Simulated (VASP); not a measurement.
Set up this calculation in VASP 6.6.1, as the native input.

```yaml
Task: single point
Functional: PBEsol
Potentials_or_basis: VASP PAW PBE potentials, release 64 (Ru_pv)
Cutoff: 520 eV
k_mesh: 24 × 24 × 12
Occupations: gaussian, width 0.15 eV
Spin: no spin polarisation
Dipole_correction: no
Further_INCAR_settings: ALGO = Fast; EDIFF = 1e-06; NBANDS = 21
```

The structure of Ru lies in POSCAR:

```
Ru
1.0
    2.9222632810      0.0000000000      0.0000000000
   -1.4611316405      2.5307542379      0.0000000000
    0.0000000000      0.0000000000      4.4531760000
Ru
2
Direct
    0.3333333333      0.6666666667      0.2500000000
    0.6666666667      0.3333333333      0.7500000000
```

This cell differs from its parent crystal: strain +0.080 along x and y, +0.040 along z.

These files were run (other wordings do the same):

INCAR

```
SYSTEM = Ru
  ALGO = Fast
  EDIFF = 1E-6
  ENCUT = 520
  GGA = PS
  ISIF = 2
  ISMEAR = 0
  LASPH = .True.
  LCHARG = .False.
  LREAL = .False.
  LWAVE = .False.
  NBANDS = 21
  NELM = 60
  PREC = Accurate
  SIGMA = 0.15
```

KPOINTS

```
k-points
0
Gamma
  24 24 12
  0 0 0
```

Potentials or basis: VASP PAW PBE potentials, release 64 (Ru_pv).

Run with:

```sh
$ cat potpaw_PBE.64/Ru_pv/POTCAR > POTCAR
$ mpirun -np 1 vasp_std > vasp.out
```

Results of the run:

* Pressure: -43.4 GPa
* Band gap on the k mesh: zero (band 14 reaches 10.51 eV, above the bottom of band 15 at 8.18 eV)

Caveat: the cell differs from its parent crystal (strain +0.080 along x and y, +0.040 along z); the PAW data sets were made with another functional, which shifts forces and pressure a little.

Run time: 3.5 min on 1 thread of Intel(R) Xeon(R) Platinum 8259CL CPU @ 2.50GHz (Skylake/Cascade Lake) (shared host), peak memory 0.33 GiB.
